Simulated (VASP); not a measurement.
# TiO2 (P4_2/mnm) in VASP: single point with r2SCAN+U

Aim: the single point of TiO2 with r2SCAN+U.

All numbers are computed with VASP 6.6.1; they aren't measurements. Logs are shortened: lines on timing, memory, paths and dates and some standing lists are left out, and cuts for length are marked.

**1. The cell of the first run**

The structure is tetragonal, space group P4_2/mnm (No. 136). The conventional cell has a = 4.965 Å, b = 4.965 Å, c = 3.232 Å, α = 90.00°, β = 90.00°, γ = 90.00°. Within 2.8 Å of Ti (site symmetry mmm) lie 6 O at 2.12 to 2.14 Å. O (site symmetry m2m) has 3 Ti at 2.12 to 2.14 Å and 1 O at 2.74 Å within 2.8 Å.

**2. Single point, r2SCAN+U (strain +0.080 along x and y, +0.080 along z)**

POSCAR reads:

```
TiO2
1.0
    4.9651526365      0.0000000000      0.0000000000
    0.0000000000      4.9651526365      0.0000000000
    0.0000000000      0.0000000000      3.2323149227
Ti O
2 4
Direct
    0.0000000000      0.0000000000      0.0000000000
    0.5000000000      0.5000000000      0.5000000000
    0.3051400959      0.3051400959      0.0000000000
    0.1948599041      0.8051400959      0.5000000000
    0.6948599041      0.6948599041      0.0000000000
    0.8051400959      0.1948599041      0.5000000000
```

INCAR.step1 reads:

```
  PREC = Accurate
  ENCUT = 520
  ISMEAR = 0
  SIGMA = 0.05
  LREAL = F
  LASPH = T
  NELM = 150
  LMAXMIX = 4
  LDAU = T
  LDAUTYPE = 2
  LDAUL = 2 -1
  LDAUU = 4 0
  LDAUJ = 0 0
  NBANDS = 33
  GGA = PE
  ALGO = Normal
  EDIFF = 1E-4
  LWAVE = T
  LCHARG = F
```

INCAR.step2 reads:

```
  PREC = Accurate
  ENCUT = 520
  EDIFF = 1E-7
  ISMEAR = 0
  SIGMA = 0.05
  LREAL = F
  LASPH = T
  NELM = 150
  ALGO = Normal
  ISIF = 2
  LWAVE = F
  LCHARG = T
  LMAXMIX = 4
  LDAU = T
  LDAUTYPE = 2
  LDAUL = 2 -1
  LDAUU = 4 0
  LDAUJ = 0 0
  LDAUPRINT = 1
  METAGGA = R2SCAN
  LMIXTAU = T
  LELF = T
  LVHAR = T
  NBANDS = 33
  ISTART = 1
```

KPOINTS reads:

```
regular mesh
0
Gamma
  6 6 8
```

Potentials or basis: VASP PAW PBE potentials, release 64 (Ti_sv, O).

Started as:

```console
$ cat potpaw_PBE.64/Ti_sv/POTCAR potpaw_PBE.64/O/POTCAR > POTCAR
$ cp INCAR.step1 INCAR
$ mpirun -np 1 vasp_std > vasp.out
$ cp INCAR.step2 INCAR
$ mpirun -np 1 vasp_std > vasp.out
```

OUTCAR:

```text
PREC = Accurate
   ENCUT = 520
   EDIFF = 1E-7
   ISMEAR = 0
   LREAL = F
   LASPH = T
   NELM = 150
   ISIF = 2
   METAGGA = R2SCAN
   ISTART = 1

 ion  position               nearest neighbor table
   1  0.000  0.000  0.000-   4 2.12   6 2.12   4 2.12   6 2.12   5 2.14   3 2.14
   2  0.500  0.500  0.500-   3 2.12   5 2.12   3 2.12   5 2.12   4 2.14   6 2.14
   3  0.305  0.305  0.000-   2 2.12   2 2.12   1 2.14
   4  0.195  0.805  0.500-   1 2.12   1 2.12   2 2.14
   5  0.695  0.695  0.000-   2 2.12   2 2.12   1 2.14
   6  0.805  0.195  0.500-   1 2.12   1 2.12   2 2.14

  LATTYP: Found a simple tetragonal cell.
 ALAT       =     4.9651526365
 C/A-ratio  =     0.6510001120

  Lattice vectors:

 A1 = (   4.9651526365,   0.0000000000,   0.0000000000)
 A2 = (   0.0000000000,   4.9651526365,   0.0000000000)
 A3 = (   0.0000000000,   0.0000000000,   3.2323149227)

Analysis of symmetry for initial positions (statically):
=====================================================================
 Subroutine PRICEL returns:
 Original cell was already a primitive cell.

 Routine SETGRP: Setting up the symmetry group for a
 simple tetragonal supercell.

 Subroutine GETGRP returns: Found 16 space group operations
 (whereof  8 operations were pure point group operations)
 out of a pool of 16 trial point group operations.

The static configuration has the point symmetry D_2h.
 The point group associated with its full space group is D_4h.

Analysis of symmetry for dynamics (positions and initial velocities):
=====================================================================
 Subroutine PRICEL returns:
 Original cell was already a primitive cell.

 Routine SETGRP: Setting up the symmetry group for a
 simple tetragonal supercell.

 Subroutine GETGRP returns: Found 16 space group operations
 (whereof  8 operations were pure point group operations)
 out of a pool of 16 trial point group operations.

The dynamic configuration has the point symmetry D_2h.
 The point group associated with its full space group is D_4h.

 Subroutine INISYM returns: Found 16 space group operations
 (whereof  8 operations are pure point group operations),
 and found     1 'primitive' translations

----------------------------------------------------------------------------------------

                                     Primitive cell

  volume of cell :      79.6854

  direct lattice vectors                    reciprocal lattice vectors
     4.965152637  0.000000000  0.000000000     0.201403677  0.000000000  0.000000000
     0.000000000  4.965152637  0.000000000     0.000000000  0.201403677  0.000000000
     0.000000000  0.000000000  3.232314923     0.000000000  0.000000000  0.309375795

  length of vectors
     4.965152637  4.965152637  3.232314923     0.201403677  0.201403677  0.309375795

  position of ions in fractional coordinates (direct lattice)
     0.000000000  0.000000000  0.000000000
     0.500000000  0.500000000  0.500000000
     0.305140096  0.305140096  0.000000000
     0.194859904  0.805140096  0.500000000
     0.694859904  0.694859904  0.000000000
     0.805140096  0.194859904  0.500000000

  ion indices of the primitive-cell ions
   primitive index   ion index
                 1           1
                 2           2
                 3           3
                 4           4
                 5           5
                 6           6

[... 110 lines left out ...]
 maximum number of plane-waves:      2176
 NGX is ok and might be reduce to    40
   NGX = 19   NGY = 19   NGZ = 13

atom =   1  type =  1  l = 2

 onsite density matrix

spin component  1

  0.1611  0.0000 -0.0696  0.0000 -0.0000
  0.0000  0.1555  0.0000 -0.0769  0.0000
 -0.0696  0.0000  0.0995  0.0000 -0.0000
  0.0000 -0.0769  0.0000  0.1555  0.0000
 -0.0000  0.0000 -0.0000  0.0000  0.0841

spin component  2

  0.1611  0.0000 -0.0696  0.0000 -0.0000
  0.0000  0.1555  0.0000 -0.0769  0.0000
 -0.0696  0.0000  0.0995  0.0000 -0.0000
  0.0000 -0.0769  0.0000  0.1555  0.0000
 -0.0000  0.0000 -0.0000  0.0000  0.0841

 occupancies and eigenvectors

  o =  0.0542  v = -0.5456  0.0000 -0.8380  0.0000 -0.0000  0.0000  0.0000  0.0000  0.0000  0.0000      0.0000  0.0000  0.0000  0.0000  0.0000  0.0000  0.0000  0.0000  0.0000  0.0000
  o =  0.0542  v =  0.0000  0.0000  0.0000  0.0000  0.0000 -0.5456  0.0000 -0.8380  0.0000 -0.0000      0.0000  0.0000  0.0000  0.0000  0.0000  0.0000  0.0000  0.0000  0.0000  0.0000
  o =  0.0785  v = -0.0000 -0.7071 -0.0000 -0.7071 -0.0000  0.0000  0.0000  0.0000  0.0000  0.0000      0.0000  0.0000  0.0000  0.0000  0.0000  0.0000  0.0000  0.0000  0.0000  0.0000
  o =  0.0785  v =  0.0000  0.0000  0.0000  0.0000  0.0000 -0.0000 -0.7071 -0.0000 -0.7071 -0.0000      0.0000  0.0000  0.0000  0.0000  0.0000  0.0000  0.0000  0.0000  0.0000  0.0000
  o =  0.0841  v = -0.0000 -0.0000 -0.0000 -0.0000  1.0000  0.0000  0.0000  0.0000  0.0000  0.0000      0.0000  0.0000  0.0000  0.0000  0.0000  0.0000  0.0000  0.0000  0.0000  0.0000
  o =  0.0841  v =  0.0000  0.0000  0.0000  0.0000  0.0000 -0.0000 -0.0000 -0.0000 -0.0000  1.0000      0.0000  0.0000  0.0000  0.0000  0.0000  0.0000  0.0000  0.0000  0.0000  0.0000
  o =  0.2064  v = -0.8380 -0.0000  0.5456  0.0000 -0.0000  0.0000  0.0000  0.0000  0.0000  0.0000      0.0000  0.0000  0.0000  0.0000  0.0000  0.0000  0.0000  0.0000  0.0000  0.0000
  o =  0.2064  v =  0.0000  0.0000  0.0000  0.0000  0.0000 -0.8380 -0.0000  0.5456  0.0000 -0.0000      0.0000  0.0000  0.0000  0.0000  0.0000  0.0000  0.0000  0.0000  0.0000  0.0000
  o =  0.2324  v =  0.0000 -0.7071 -0.0000  0.7071  0.0000  0.0000  0.0000  0.0000  0.0000  0.0000      0.0000  0.0000  0.0000  0.0000  0.0000  0.0000  0.0000  0.0000  0.0000  0.0000
  o =  0.2324  v =  0.0000  0.0000  0.0000  0.0000  0.0000  0.0000 -0.7071 -0.0000  0.7071  0.0000      0.0000  0.0000  0.0000  0.0000  0.0000  0.0000  0.0000  0.0000  0.0000  0.0000

atom =   2  type =  1  l = 2

 onsite density matrix

spin component  1

  0.1611  0.0000  0.0696  0.0000 -0.0000
  0.0000  0.1555  0.0000  0.0769  0.0000
  0.0696  0.0000  0.0995  0.0000  0.0000
  0.0000  0.0769  0.0000  0.1555  0.0000
 -0.0000  0.0000  0.0000  0.0000  0.0841

spin component  2

  0.1611  0.0000  0.0696  0.0000 -0.0000
  0.0000  0.1555  0.0000  0.0769  0.0000
  0.0696  0.0000  0.0995  0.0000  0.0000
  0.0000  0.0769  0.0000  0.1555  0.0000
 -0.0000  0.0000  0.0000  0.0000  0.0841

 occupancies and eigenvectors

  o =  0.0542  v = -0.5456 -0.0000  0.8380  0.0000 -0.0000  0.0000  0.0000  0.0000  0.0000  0.0000      0.0000  0.0000  0.0000  0.0000  0.0000  0.0000  0.0000  0.0000  0.0000  0.0000
  o =  0.0542  v =  0.0000  0.0000  0.0000  0.0000  0.0000 -0.5456 -0.0000  0.8380  0.0000 -0.0000      0.0000  0.0000  0.0000  0.0000  0.0000  0.0000  0.0000  0.0000  0.0000  0.0000
  o =  0.0785  v = -0.0000  0.7071  0.0000 -0.7071  0.0000  0.0000  0.0000  0.0000  0.0000  0.0000      0.0000  0.0000  0.0000  0.0000  0.0000  0.0000  0.0000  0.0000  0.0000  0.0000
  o =  0.0785  v =  0.0000  0.0000  0.0000  0.0000  0.0000 -0.0000  0.7071  0.0000 -0.7071  0.0000      0.0000  0.0000  0.0000  0.0000  0.0000  0.0000  0.0000  0.0000  0.0000  0.0000
  o =  0.0841  v =  0.0000  0.0000  0.0000  0.0000  0.0000 -0.0000 -0.0000  0.0000  0.0000  1.0000      0.0000  0.0000  0.0000  0.0000  0.0000  0.0000  0.0000  0.0000  0.0000  0.0000
  o =  0.0841  v = -0.0000 -0.0000  0.0000  0.0000  1.0000  0.0000  0.0000  0.0000  0.0000  0.0000      0.0000  0.0000  0.0000  0.0000  0.0000  0.0000  0.0000  0.0000  0.0000  0.0000
  o =  0.2064  v = -0.8380 -0.0000 -0.5456 -0.0000 -0.0000  0.0000  0.0000  0.0000  0.0000  0.0000      0.0000  0.0000  0.0000  0.0000  0.0000  0.0000  0.0000  0.0000  0.0000  0.0000
  o =  0.2064  v =  0.0000  0.0000  0.0000  0.0000  0.0000 -0.8380 -0.0000 -0.5456 -0.0000 -0.0000      0.0000  0.0000  0.0000  0.0000  0.0000  0.0000  0.0000  0.0000  0.0000  0.0000
  o =  0.2324  v =  0.0000 -0.7071  0.0000 -0.7071  0.0000  0.0000  0.0000  0.0000  0.0000  0.0000      0.0000  0.0000  0.0000  0.0000  0.0000  0.0000  0.0000  0.0000  0.0000  0.0000
  o =  0.2324  v =  0.0000  0.0000  0.0000  0.0000  0.0000  0.0000 -0.7071  0.0000 -0.7071  0.0000      0.0000  0.0000  0.0000  0.0000  0.0000  0.0000  0.0000  0.0000  0.0000  0.0000

 number of electron      47.9999995 magnetization

 Free energy of the ion-electron system (eV)
  ---------------------------------------------------
  ext. energy  EPLUGINS =         0.00000000
  ---------------------------------------------------
  free energy    TOTEN  =       -62.87686552 eV

  energy without entropy =      -62.87686552  energy(sigma->0) =      -62.87686552

 E-fermi :   2.9159     XC(G=0): -10.8333

 val. band max:        2.5945772388   @ k =   0.0000   0.0000   0.0000
 cond. band min:       4.6631570977   @ k =   0.5000   0.5000   0.0000
 fundamental gap:      2.0685798590
 Fermi energy:         2.9159362682

 k-point     1 :       0.0000    0.0000    0.0000
  band No.  band energies     occupation
      1     -58.6583      2.00000
      2     -58.6542      2.00000
      3     -33.6962      2.00000
      4     -33.6962      2.00000
      5     -33.6368      2.00000
      6     -33.6368      2.00000
[... 853 lines left out ...]
     32       6.2290      0.00000
     33       7.5168      0.00000

 [... further k-points ...]

------------------------ aborting loop because EDIFF is reached ----------------------------------------

  FORCE on cell =-STRESS in cart. coord.  units (eV):
  Direction    XX          YY          ZZ          XY          YZ          ZX
  --------------------------------------------------------------------------------------
  -------------------------------------------------------------------------------------
  Total      -14.9889014    -14.9889014    -19.3091385      0.0000000      0.0000000      0.0000000
  in kB     -301.3710360   -301.3710360   -388.2349277      0.0000000      0.0000000      0.0000000
  external PRESSURE =    -330.3256666 kB  Pullay stress =       0.0000000 kB

 VOLUME and BASIS-vectors are now :
 -----------------------------------------------------------------------------
  energy-cutoff  :      520.00
  volume of cell :       79.69
      direct lattice vectors                 reciprocal lattice vectors
     4.965152637  0.000000000  0.000000000     0.201403677  0.000000000  0.000000000
     0.000000000  4.965152637  0.000000000     0.000000000  0.201403677  0.000000000
     0.000000000  0.000000000  3.232314923     0.000000000  0.000000000  0.309375795

 POSITION                                       TOTAL-FORCE (eV/Angst)
 -----------------------------------------------------------------------------------
      0.00000      0.00000      0.00000        -0.000000      0.000000     -0.000000
      2.48258      2.48258      1.61616        -0.000000      0.000000     -0.000000
      1.51507      1.51507      0.00000         0.492441      0.492441      0.000000
      0.96751      3.99764      1.61616        -0.492441      0.492441      0.000000
      3.45009      3.45009      0.00000        -0.492441     -0.492441     -0.000000
      3.99764      0.96751      1.61616         0.492441     -0.492441     -0.000000
 -----------------------------------------------------------------------------------
    total drift:                                0.000000     -0.000000     -0.000000

  FREE ENERGIE OF THE ION-ELECTRON SYSTEM (eV)
  ---------------------------------------------------
  free  energy   TOTEN  =       -62.8768655153 eV

  energy  without entropy=      -62.8768655153  energy(sigma->0) =      -62.87686552
```

Wall time 3.5 min (1 thread of Intel Xeon 6975P-C (Granite Rapids), shared host); peak memory 0.26 GiB.

Results:

| Quantity | Value |
| --- | --- |
| Free energy | -62.8769 eV |
| Pressure | -33.0 GPa |
| Largest force | 0.696 eV/Å |
| Band gap on the k mesh | 2.07 eV (least direct gap 2.11 eV) |

Forces in eV/Å, atoms in the order of the input:
```
Ti   0.000  0.000  0.000
Ti   0.000  0.000  0.000
O    0.492  0.492  0.000
O   -0.492  0.492  0.000
O   -0.492 -0.492  0.000
O    0.492 -0.492  0.000
```

Stress tensor (GPa, compression positive):
```
-30.14   0.00   0.00
  0.00 -30.14   0.00
  0.00   0.00 -38.82
```

Eigenvalues of the final occupation matrices:
```
    site  spin  trace               eigenvalues
site 1 d     1   0.66  0.05 0.08 0.08 0.21 0.23
site 1 d     2   0.66  0.05 0.08 0.08 0.21 0.23
site 2 d     1   0.66  0.05 0.08 0.08 0.21 0.23
site 2 d     2   0.66  0.05 0.08 0.08 0.21 0.23
```

Caveat: the cell differs from its parent crystal (strain +0.080 along x and y, +0.080 along z); the stress differs along the axes, from -39 to -30 GPa; the PAW data sets were made with another functional, which shifts forces and pressure a little. A k mesh can miss the band edges.
